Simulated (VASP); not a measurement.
# InAg16 in VASP: further runs

The runs below take InAg16 through single point, with PBE+D3(BJ).

Program: VASP 6.6.1. These are calculated values, not measurements. Logs are shortened: lines on timing, memory, paths and dates and some standing lists are left out, and cuts for length are marked.

**1. The cell of the first run**

The cell holds a slab with vacuum, 17 atoms: a = 8.180 Å, b = 5.784 Å, c = 15.338 Å, α = 90.00°, β = 90.00°, γ = 90.00°.

**2. Single point, PBE+D3(BJ)**

The input, INCAR:

```
SYSTEM = InAg16
ALGO = Normal
EDIFF = 1E-7
ENCUT = 520
GGA = PE
ISIF = 2
ISMEAR = -1
IVDW = 12
LASPH = .True.
LCHARG = .True.
LELF = .True.
LREAL = Auto
LVHAR = .True.
LWAVE = .False.
NBANDS = 108
NELM = 60
PREC = Accurate
SIGMA = 0.05
```

The input, KPOINTS:

```
k-points
0
Gamma
  2 3 1
  0 0 0
```

The input, POSCAR:

```
InAg16
1.0
    8.1800000000      0.0000000000      0.0000000000
    0.0000000000      5.7841330000      0.0000000000
    0.0000000000      0.0000000000     15.3381000000
Ag In
16 1
Direct
    0.2500000000      0.2499942515      0.0651971235
    0.7500000000      0.2499942515      0.0651971235
    0.2500000000      0.7500000432      0.0651971235
    0.7500000000      0.7500000432      0.0651971235
   -0.0072738386     -0.0002420415      0.1507096707
    0.4791687042      0.0093704623      0.1641728767
   -0.0112469438      0.4902722673      0.1527047027
    0.5206968215      0.5135946909      0.1690431018
    0.2197677262      0.2312706157      0.2431852707
    0.7374327628      0.2389813651      0.2501613629
    0.2144498778      0.6906480193      0.2602473579
    0.7583129584      0.7304119736      0.2515565813
    0.0144743276     -0.0267801588      0.3432498158
    0.4774083130     -0.0379659320      0.3466270268
   -0.0572371638      0.4610025392      0.3639433828
    0.5279951100      0.4771501623      0.3615702075
    0.2361002445      0.3010822884      0.4276996499
```

Potentials or basis: VASP PAW PBE potentials, release 64 (Ag, In_d).

Launch:

```bash
$ cat potpaw_PBE.64/Ag/POTCAR potpaw_PBE.64/In_d/POTCAR > POTCAR
$ mpirun -np 1 vasp_std > vasp.out
```

OUTCAR:

```text
SYSTEM = InAg16
   EDIFF = 1E-7
   ENCUT = 520
   GGA = PE
   ISIF = 2
   ISMEAR = -1
   IVDW = 12
   LASPH = .True.
   LREAL = Auto
   NELM = 60
   PREC = Accurate
 IVDW          = 12

 ion  position               nearest neighbor table
   1  0.250  0.250  0.065-   9 2.74   6 2.78   5 2.87   7 2.88   3 2.89   3 2.89   8 3.12
   2  0.750  0.250  0.065-   7 2.75   5 2.79  10 2.84   4 2.89   4 2.89   8 2.89   6 3.02
   3  0.250  0.750  0.065-   6 2.84   5 2.87   1 2.89   1 2.89   7 2.94  11 3.03   8 3.05
   4  0.750  0.750  0.065-   5 2.78   7 2.81   8 2.82  12 2.86   2 2.89   2 2.89   6 3.08
   5  0.993  1.000  0.151-   9 2.69   4 2.78   2 2.79   7 2.84   3 2.87   1 2.87  12 2.91  10 2.93
                             7 2.95  13 2.96  11 3.05
   6  0.479  0.009  0.164-   9 2.76   1 2.78  14 2.81  10 2.82   3 2.84   8 2.89   8 2.94   2 3.02
                             4 3.08  12 3.10  11 3.20
   7  0.989  0.490  0.153-  11 2.73   2 2.75   9 2.78  12 2.79   4 2.81   5 2.84   1 2.88  10 2.93
                             3 2.94   5 2.95  15 3.27
   8  0.521  0.514  0.169-  12 2.64  10 2.69   4 2.82   6 2.89   2 2.89   6 2.94  16 2.96  11 3.05
                             3 3.05   1 3.12   9 3.17
   9  0.220  0.231  0.243-  11 2.67   5 2.69  13 2.72   1 2.74   6 2.76   7 2.78  17 2.86  14 3.06
                            11 3.14   8 3.17  15 3.21  16 3.42
  10  0.737  0.239  0.250-   8 2.69  15 2.74  16 2.78   6 2.82   2 2.84  12 2.85   7 2.93   5 2.93
                            12 2.95  14 3.05  13 3.09
  11  0.214  0.691  0.260-  13 2.64   9 2.67   7 2.73  14 2.97   3 3.03  15 3.04   8 3.05   5 3.05
                             9 3.14   6 3.20  16 3.24  17 3.42
  12  0.758  0.730  0.252-   8 2.64  15 2.77   7 2.79  10 2.85   4 2.86  13 2.89   5 2.91  16 2.92
                            10 2.95  14 3.03   6 3.10
  13  0.014  0.973  0.343-  11 2.64   9 2.72  12 2.89  15 2.90  17 2.93   5 2.96  15 3.04  10 3.09

  14  0.477  0.962  0.347-   6 2.81  16 2.84  11 2.97  16 3.02  12 3.03  10 3.05  17 3.05   9 3.06

  15  0.943  0.461  0.364-  10 2.74  17 2.75  12 2.77  13 2.90  13 3.04  11 3.04   9 3.21   7 3.27
                            16 3.39
  16  0.528  0.477  0.362-  10 2.78  17 2.79  14 2.84  12 2.92   8 2.96  14 3.02  11 3.24  15 3.39
                             9 3.42
  17  0.236  0.301  0.428-  15 2.75  16 2.79   9 2.86  13 2.93  14 3.05  11 3.42

  LATTYP: Found a simple orthorhombic cell.
 ALAT       =     5.7841330000
 B/A-ratio  =     1.4142136773
 C/A-ratio  =     2.6517543770

  Lattice vectors:

 A1 = (   0.0000000000,  -5.7841330000,   0.0000000000)
 A2 = (   8.1800000000,   0.0000000000,   0.0000000000)
 A3 = (   0.0000000000,   0.0000000000,  15.3381000000)

Analysis of symmetry for initial positions (statically):
=====================================================================
 Subroutine PRICEL returns:
 Original cell was already a primitive cell.

 Routine SETGRP: Setting up the symmetry group for a
 simple orthorhombic supercell.

 Subroutine GETGRP returns: Found  1 space group operations
 (whereof  1 operations were pure point group operations)
 out of a pool of  8 trial point group operations.

The static configuration has the point symmetry C_1 .

Analysis of symmetry for dynamics (positions and initial velocities):
=====================================================================
 Subroutine PRICEL returns:
 Original cell was already a primitive cell.

 Routine SETGRP: Setting up the symmetry group for a
 simple orthorhombic supercell.

 Subroutine GETGRP returns: Found  1 space group operations
 (whereof  1 operations were pure point group operations)
 out of a pool of  8 trial point group operations.

The dynamic configuration has the point symmetry C_1 .

 Subroutine INISYM returns: Found  1 space group operations
 (whereof  1 operations are pure point group operations),
 and found     1 'primitive' translations

----------------------------------------------------------------------------------------

                                     Primitive cell

  volume of cell :     725.7101

  direct lattice vectors                    reciprocal lattice vectors
     8.180000000  0.000000000  0.000000000     0.122249389  0.000000000  0.000000000
     0.000000000  5.784133000  0.000000000     0.000000000  0.172886758  0.000000000
     0.000000000  0.000000000 15.338100000     0.000000000  0.000000000  0.065197124

  length of vectors
     8.180000000  5.784133000 15.338100000     0.122249389  0.172886758  0.065197124

  position of ions in fractional coordinates (direct lattice)
     0.250000000  0.249994251  0.065197123
     0.750000000  0.249994251  0.065197123
     0.250000000  0.750000043  0.065197123
     0.750000000  0.750000043  0.065197123
     0.992726161  0.999757958  0.150709671
     0.479168704  0.009370462  0.164172877
[... 9 lines left out ...]
     0.527995110  0.477150162  0.361570208
     0.236100245  0.301082288  0.427699650

  ion indices of the primitive-cell ions
   primitive index   ion index
                 1           1
                 2           2
                 3           3
                 4           4
                 5           5
                 6           6
[... 9 lines left out ...]
                16          16
                17          17

----------------------------------------------------------------------------------------

 KPOINTS: k-points

Automatic generation of k-mesh.
 Grid dimensions read from file:
 generate k-points for:    2    3    1

 Generating k-lattice:

  Cartesian coordinates                     Fractional coordinates (reciprocal lattice)
     0.061124694  0.000000000  0.000000000     0.500000000  0.000000000  0.000000000
     0.000000000  0.057628919  0.000000000     0.000000000  0.333333333  0.000000000
     0.000000000  0.000000000  0.065197124     0.000000000  0.000000000  1.000000000

  Length of vectors
     0.061124694  0.057628919  0.065197124

  Shift w.r.t. Gamma in fractional coordinates (k-lattice)
     0.000000000  0.000000000  0.000000000

 Subroutine IBZKPT returns following result:
 ===========================================

 Found      4 irreducible k-points:

 Following reciprocal coordinates:
            Coordinates               Weight
  0.000000  0.000000  0.000000      1.000000
  0.500000  0.000000  0.000000      1.000000
  0.000000  0.333333  0.000000      2.000000
  0.500000  0.333333  0.000000      2.000000
   k-points           NKPTS =      4   k-points in BZ     NKDIM =      4   number of bands    NBANDS=    108
   number of dos      NEDOS =    301   number of ions     NIONS =     17
   total plane-waves  NPLWV = 368640
   dimension x,y,z NGX =    64 NGY =   48 NGZ =  120
   dimension x,y,z NGXF=   128 NGYF=   96 NGZF=  240
   ions per type =              16   1
   NGX,Y,Z   is equivalent  to a cutoff of  13.01, 13.80, 13.01 a.u.
   NGXF,Y,Z  is equivalent  to a cutoff of  26.01, 27.59, 26.01 a.u.
 SYSTEM =  InAg16
   PREC   = accura    normal or accurate (medium, high low for compatibility)
   ISTART =      0    job   : 0-new  1-cont  2-samecut
   ICHARG =      2    charge: 1-file 2-atom 10-const
   ISPIN  =      1    spin polarized calculation?
   LNONCOLLINEAR =      F non collinear calculations
   LSORBIT =      F    spin-orbit coupling
   LASPH  =      T    aspherical Exc in radial PAW
   ENCUT  =  520.0 eV  38.22 Ry    6.18 a.u.  15.21 10.75 28.52*2*pi/ulx,y,z
   NELM   =     60;   NELMIN=  2; NELMDL= -5     # of ELM steps
   EDIFF  = 0.1E-06   stopping-criterion for ELM
   LREAL  =      T    real-space projection
   EDIFFG = 0.1E-05   stopping-criterion for IOM
   NSW    =      0    number of steps for IOM
   IBRION =     -1    ionic relax: 0-MD 1-quasi-New 2-CG
   NFREE  =      0    steps in history (QN), initial steepest desc. (CG)
   ISIF   =      2    stress and relaxation
   ISYM   =      2    0-nonsym 1-usesym 2-fastsym
   POTIM  = 0.5000    time-step for ionic-motion
   TEBEG  =    0.0;   TEEND  =   0.0 temperature during run
   PSTRESS=    0.0 pullay stress
   NELECT =     189.0000    total number of electrons
   NUPDOWN=      -1.0000    fix difference up-down
   EMIN   =  10.00;   EMAX   =-10.00  energy-range for DOS
   EFERMI =   0.00;   METHOD = LEGACY
   ISMEAR =    -1;   SIGMA  =   0.05  broadening in eV -4-tet -1-fermi 0-gaus
   EFERMI_NEDOS =   21; number of points for ismear=-14 and -15
   IALGO  =     38    algorithm
   IMIX   =      4    mixing-type and parameters
     AMIX     =   0.40;   BMIX     =  1.00
     AMIX_MAG =   1.60;   BMIX_MAG =  1.00
  volume/ion in A,a.u.               =      42.69       288.08
  Fermi-wavevector in a.u.,A,eV,Ry     =   1.045461  1.975634 14.871006  1.092988
  Thomas-Fermi vector in A             =   2.180257
   LORBIT       =      0    0 simple, 1 ext, 2 COOP (PROOUT), +10 PAW based schemes
   GGA     = PE    functional components
   LHFCALC =     F    Hartree Fock is set to
   AEXX    =    0.0000 exact exchange contribution
   IVDW    =    12    specifies the selected vdW correction
   LEPSILON=     F    determine dielectric tensor
   LRPA    =     F    only Hartree local field effects (RPA)
 non-spin polarized calculation
  energy-cutoff  :      520.00
  volume of cell :      725.71
 maximum number of plane-waves:     19590
 NGX is ok and might be reduce to    64
   NGX = 31   NGY = 21   NGZ = 57

 number of electron     188.9999998 magnetization

 Free energy of the ion-electron system (eV)
  ---------------------------------------------------
  ext. energy  EPLUGINS =         0.00000000
  ---------------------------------------------------
  free energy    TOTEN  =       -40.04472964 eV

  energy without entropy =      -39.99439746  energy(sigma->0) =      -40.01956355

 E-fermi :   1.0220     XC(G=0):  -6.1622

 val. band max:        0.9576649483   @ k =   0.5000   0.0000   0.0000
 cond. band min:       1.0906763392   @ k =   0.5000   0.3333   0.0000
 fundamental gap:      0.1330113909
 Fermi energy:         1.0219946936

 k-point     1 :       0.0000    0.0000    0.0000
  band No.  band energies     occupation
      1     -13.5119      2.00000
      2     -13.4971      2.00000
      3     -13.4763      2.00000
      4     -13.4554      2.00000
      5     -13.4425      2.00000
      6      -6.1004      2.00000
[... 425 lines left out ...]
    105       4.0734      0.00000
    106       4.3801      0.00000
 [bands above 106 left out]

------------------------ aborting loop because EDIFF is reached ----------------------------------------

 Edisp (eV)   -6.21237

 E8    (eV) :    -2.8559

  FORCE on cell =-STRESS in cart. coord.  units (eV):
  Direction    XX          YY          ZZ          XY          YZ          ZX
  --------------------------------------------------------------------------------------
  -------------------------------------------------------------------------------------
  Total      -5.38690    -3.60183     0.73521     0.11850     1.39308     2.24967
  in kB     -11.89287    -7.95190     1.62314     0.26162     3.07555     4.96669
  external pressure =       -6.07 kB  Pullay stress =        0.00 kB

 VOLUME and BASIS-vectors are now :
 -----------------------------------------------------------------------------
  energy-cutoff  :      520.00
  volume of cell :      725.71
      direct lattice vectors                 reciprocal lattice vectors
     8.180000000  0.000000000  0.000000000     0.122249389  0.000000000  0.000000000
     0.000000000  5.784133000  0.000000000     0.000000000  0.172886758  0.000000000
     0.000000000  0.000000000 15.338100000     0.000000000  0.000000000  0.065197124

 POSITION                                       TOTAL-FORCE (eV/Angst)
 -----------------------------------------------------------------------------------
      2.04500      1.44600      1.00000         0.077684      0.230067     -0.168184
      6.13500      1.44600      1.00000        -0.434501     -0.067155     -0.012425
      2.04500      4.33810      1.00000         0.071661     -0.163573      0.388661
      6.13500      4.33810      1.00000        -0.273169      0.093415      0.019317
      8.12050      5.78273      2.31160         0.006139     -0.428136     -0.203426
      3.91960      0.05420      2.51810         0.366506     -0.299201     -0.402575
[... 9 lines left out ...]
      4.31900      2.75990      5.54580         0.066335     -0.011527     -0.201773
      1.93130      1.74150      6.56010         0.211634     -0.104378     -0.176278
 -----------------------------------------------------------------------------------
    total drift:                                0.001883      0.010489     -0.020840

  FREE ENERGIE OF THE ION-ELECTRON SYSTEM (eV)
  ---------------------------------------------------
  free  energy   TOTEN  =       -46.2570989639 eV

  energy  without entropy=      -46.2067667787  energy(sigma->0) =      -46.23193287
```

It took 5.5 min on 1 thread of Intel Xeon 6975P-C (Granite Rapids), shared host; peak memory 0.8 GiB.

Results:

* Free energy: -46.2571 eV
* Largest force: 1.594 eV/Å
* Dispersion energy per atom: -0.365 eV

Forces on the atoms (eV/Å):
```
Ag   0.078  0.230 -0.168
Ag  -0.435 -0.067 -0.012
Ag   0.072 -0.164  0.389
Ag  -0.273  0.093  0.019
Ag   0.006 -0.428 -0.203
Ag   0.367 -0.299 -0.403
Ag   0.102  0.112 -0.393
Ag  -1.417 -0.173 -0.710
Ag   0.710 -0.203  0.381
Ag   0.367 -0.829  0.464
Ag   0.876  0.496  0.077
Ag   0.108  0.858  0.706
Ag  -0.794  0.072  0.436
Ag  -0.033  0.188 -0.128
Ag  -0.012  0.229 -0.075
Ag   0.066 -0.012 -0.202
In   0.212 -0.104 -0.176
```

Levels at points of the mesh, in eV from the Fermi level:
```
           k point  band 91  band 92  band 93  band 94  band 95  band 96  band 97  band 98
(0.00, 0.00, 0.00)    -1.04    -0.89    -0.26    -0.12     0.29     0.46     0.55     0.96
(0.50, 0.00, 0.00)    -0.67    -0.07    -0.06     0.10     0.30     0.33     0.45     0.86
```

Caveat: the k points lie up to 0.38 Å⁻¹ apart; spin-orbit coupling is left out, which moves the levels of the heavy elements.

**3. Single point, PBE+D3(BJ)**

The input, INCAR:

```
ALGO = Normal ; EDIFF = 1E-6
ENCUT = 520 ; GGA = PE
ISIF = 2 ; ISMEAR = -1
IVDW = 12 ; LASPH = T
LCHARG = F ; LREAL = Auto
LWAVE = F ; NBANDS = 108
NELM = 100 ; PREC = Accurate
SIGMA = 0.05
```

The input, KPOINTS:

```
k-points
0
Gamma
  2 3 1
```

The input, POSCAR:

```
InAg16
1.0
    8.1800000000      0.0000000000      0.0000000000
    0.0000000000      5.7841330000      0.0000000000
    0.0000000000      0.0000000000     15.3381000000
Ag In
16 1
Direct
    0.2500000000      0.2499942515      0.0651971235
    0.7500000000      0.2499942515      0.0651971235
    0.2500000000      0.7500000432      0.0651971235
    0.7500000000      0.7500000432      0.0651971235
   -0.0042298289     -0.0137444972      0.1560167165
    0.5119070905      0.0028872089      0.1599220242
    0.0074694377      0.4828208480      0.1449788435
    0.5177995110      0.4943005287      0.1697798293
    0.2195110024      0.2402780157      0.2562768531
    0.7723716381      0.2341751132      0.2478729438
    0.2153667482      0.7206784491      0.2693032383
    0.7373960880      0.7881388620      0.2671517333
   -0.0031662592      0.0053940668      0.3628741500
    0.4825794621     -0.0130702389      0.3337245161
   -0.0374572127      0.5164300337      0.3432954538
    0.5189486553      0.4674339266      0.3571302834
    0.2470048900      0.2768089876      0.4344671113
```

Potentials or basis: VASP PAW PBE potentials, release 64 (Ag, In_d).

Launch:

```bash
$ cat potpaw_PBE.64/Ag/POTCAR potpaw_PBE.64/In_d/POTCAR > POTCAR
$ mpirun -np 1 vasp_std > vasp.out
```

It took 5 min on 1 thread of Intel Xeon 6975P-C (Granite Rapids), shared host; peak memory 0.8 GiB.

The run converged. Its results:

- Free energy: -46.1380 eV
- Largest force: 1.521 eV/Å
- Dispersion energy per atom: -0.365 eV

Forces on the atoms (eV/Å):
```
Ag   0.517 -0.241  0.207
Ag  -0.083  0.049 -0.107
Ag   0.324  0.051  0.428
Ag  -0.050 -0.181  0.256
Ag   0.316 -0.268 -0.398
Ag  -0.799 -0.054 -0.861
Ag  -0.411  0.438  0.105
Ag  -0.618  0.197 -0.287
Ag   0.509 -0.152 -0.576
Ag  -0.368  0.931  0.433
Ag   0.952  0.451 -0.318
Ag   0.595 -1.384 -0.209
Ag  -0.341 -0.041 -0.010
Ag  -0.635  0.150  0.910
Ag  -0.097 -0.422  0.715
Ag   0.312  0.393 -0.391
In  -0.122  0.084  0.104
```

Levels at points of the mesh, in eV from the Fermi level:
| k point | band 91 | band 92 | band 93 | band 94 | band 95 | band 96 | band 97 | band 98 |
| --- | --- | --- | --- | --- | --- | --- | --- | --- |
| (0.00, 0.00, 0.00) | -1.12 | -0.91 | -0.22 | -0.19 | 0.21 | 0.30 | 0.56 | 0.98 |
| (0.50, 0.00, 0.00) | -0.69 | -0.13 | -0.01 | 0.13 | 0.22 | 0.27 | 0.34 | 0.75 |

Caveat: the k points lie up to 0.38 Å⁻¹ apart; spin-orbit coupling is left out, which moves the levels of the heavy elements.

(Part 1 of 2 ends here.)
